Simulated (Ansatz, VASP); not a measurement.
## OsBr3: VASP beside Ansatz

Contents of INCAR:

```
SYSTEM = OsBr3
PREC = Accurate ; ENCUT = 520
EDIFF = 1E-6 ; ISMEAR = 0
SIGMA = 0.05 ; LREAL = .FALSE.
LASPH = .TRUE. ; NELM = 150
ALGO = Normal ; ISIF = 2
LWAVE = .FALSE. ; LCHARG = .FALSE.
ISPIN = 2 ; MAGMOM = 1.32 0 0 0
LORBIT = 11 ; LMAXMIX = 4
GGA = PS ; NBANDS = 26
```

The input KPOINTS:

```
regular mesh
0
G
  6 6 6
  0 0 0
```

POSCAR

```
OsBr3
1.0
    4.9922567230      0.0000000000      0.0000000000
    0.0000000000      4.9922567230      0.0000000000
    0.0000000000      0.0000000000      4.9922567230
Os Br
1 3
Direct
    0.0000000000      0.0000000000      0.0000000000
    0.5000000000      0.0000000000      0.0000000000
    0.0000000000      0.0000000000      0.5000000000
    0.0000000000      0.5000000000      0.0000000000
```

Input for Ansatz:

```yaml
crystal:
  lattice:
    - [4.992256723, 0.0, 0.0]
    - [0.0, 4.992256723, 0.0]
    - [0.0, 0.0, 4.992256723]
  atoms:
    - { symbol: Os, position: [0.0, 0.0, 0.0], spin: 1.32 }
    - { symbol: Br, position: [0.5, 0.0, 0.0] }
    - { symbol: Br, position: [0.0, 0.0, 0.5] }
    - { symbol: Br, position: [0.0, 0.5, 0.0] }
basis:
  ecutwfc: 420
  ecutrho_ratio: 4
kpoints:
  mp_grid: { grid: [6, 6, 6] }
hamiltonian:
  xc: pbesol
scf:
  occupations: { method: gaussian, width: 0.05 }
output:
  forces: true
  stress: true
  eigenvalues: true
  populations: true
magnetization:
  spin_polarized: true
```

Alike in both runs: task single point; functional PBEsol; k mesh 6 × 6 × 6; occupations gaussian, width 0.05 eV; collinear spin.

|  | VASP | Ansatz |
| --- | --- | --- |
| version | VASP 6.6.1 | Ansatz 0.2.0 |
| potentials or method | VASP PAW PBE potentials, release 64 (Os, Br), cutoff 520 eV | scalar-relativistic, plane waves, PAW |
| valence electrons in the cell | 29 | 37 |

VASP gave:

* gap on the k mesh at the Fermi level (eV): none
* pressure (GPa): 1.4
* net moment per atom (μB): 0.50
* size of the moment on the site where the two differ most (μB): 1.41

Task: Estimate Ansatz's values.

Result: gap on the k mesh at the Fermi level (eV): none; pressure (GPa): 1.1; net moment per atom (μB): 0.50; size of the moment on the site where the two differ most (μB): 1.18.

VASP's potentials were made for PBE, not for PBEsol. Site moments also hang on the region over which each program counts them. A gap of «none» marks a metal or a gap that the smearing closes. VASP's potentials hold 29 valence electrons a cell and Ansatz's 37, so a difference there can come from the potentials and not from the codes.

Spin-orbit coupling is off throughout.
